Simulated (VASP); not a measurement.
Input of a VASP 6.6.1 run:

Contents of INCAR:

```
  ALGO = Normal
  EDIFF = 1E-7
  ENCUT = 520
  GGA = PS
  ISIF = 2
  ISMEAR = 0
  LASPH = True
  LCHARG = False
  LREAL = False
  LWAVE = False
  NBANDS = 22
  NELM = 100
  PREC = Accurate
  SIGMA = 0.05
```

KPOINTS

```
k-points
0
Gamma
  4 4 2
```

File POSCAR:

```
F
1.0
    3.1004838602     -1.7819543364     -0.2391360627
    3.1004838602      1.7819543364     -0.2391360627
   -2.3313270155      0.0000000000      7.1362390124
F
4
Direct
    0.0848459664      0.0848459664      0.0940038325
    0.9151540336      0.9151540336      0.9059961675
    0.5015719855      0.5015719855      0.5937195244
    0.4984280145      0.4984280145      0.4062804756
```

Potentials or basis: VASP PAW PBE potentials, release 64 (F).

Command:

```sh
$ cat potpaw_PBE.64/F/POTCAR > POTCAR
$ mpirun -np 1 vasp_std > vasp.out
```

(1) Predict the largest force.

(2) Estimate the band gap on the k mesh.

(3) Predict the pressure.

Answers

(1) 0.433 eV/Å.

(2) 3.01 eV (least direct gap 3.10 eV).

(3) 0.3 GPa.

Caveat: the k points lie up to 0.52 Å⁻¹ apart; this functional lacks dispersion, which holds the molecules together, so the pressure and a relaxed volume are unreliable; the PAW data sets were made with another functional, which shifts forces and pressure a little.
